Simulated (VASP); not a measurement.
Wanted: the native input for a VASP 6.6.1 run.

- Task: single point
- Functional: PBE
- Potentials or basis: VASP PAW PBE potentials, release 64 (Gd, O)
- Cutoff: 520 eV
- k mesh: 9 × 9 × 9
- Occupations: fermi-dirac, width 0.05 eV
- Spin: collinear spin, ferromagnetic start
- Starting moments: [7.0, 0.0] μB
- Hubbard terms: Gd f U = 1.0 eV
- Dipole correction: no
- Further INCAR settings: ALGO = Normal; EDIFF = 1e-06; NBANDS = 23

The structure of GdO lies in POSCAR:

```
GdO
1.0
    0.0000000000      2.7000000000      2.7000000000
    2.7000000000      0.0000000000      2.7000000000
    2.7000000000      2.7000000000      0.0000000000
Gd O
1 1
Direct
    0.0000000000      0.0000000000      0.0000000000
    0.7500000000      0.7500000000      0.7500000000
```

These files were run (other wordings do the same):

INCAR

```
SYSTEM = GdO
  ALGO = Normal
  EDIFF = 1E-6
  ENCUT = 520
  GGA = PE
  ISIF = 2
  ISMEAR = -1
  ISPIN = 2
  LASPH = .True.
  LCHARG = .False.
  LDAU = .True.
  LDAUJ = 0 0
  LDAUL = 3 -1
  LDAUPRINT = 1
  LDAUTYPE = 2
  LDAUU = 1 0
  LMAXMIX = 6
  LORBIT = 11
  LREAL = .False.
  LWAVE = .False.
  MAGMOM = 7 0
  NBANDS = 23
  NELM = 150
  PREC = Accurate
  SIGMA = 0.05
```

KPOINTS

```
k-points
0
Gamma
  9 9 9
  0 0 0
```

Potentials or basis: VASP PAW PBE potentials, release 64 (Gd, O).

Run with:

```sh
$ cat potpaw_PBE.64/Gd/POTCAR potpaw_PBE.64/O/POTCAR > POTCAR
$ mpirun -np 1 vasp_std > vasp.out
```

Results of the run:

```yaml
Pressure: -0.6 GPa
Net_moment: 7.75 μB per cell
Site_moments: Gd +6.97; O -0.00 μB
Valence_electrons_inside_the_program's_atomic_spheres: Gd 15.18; O 5.00
```

Caveat: a cell with one magnetic atom can't hold antiferromagnetic order, which such compounds often take.

Run time: 59 s on 1 thread of Intel(R) Xeon(R) 6975P-C (Granite Rapids) (shared host), peak memory 0.21 GiB.
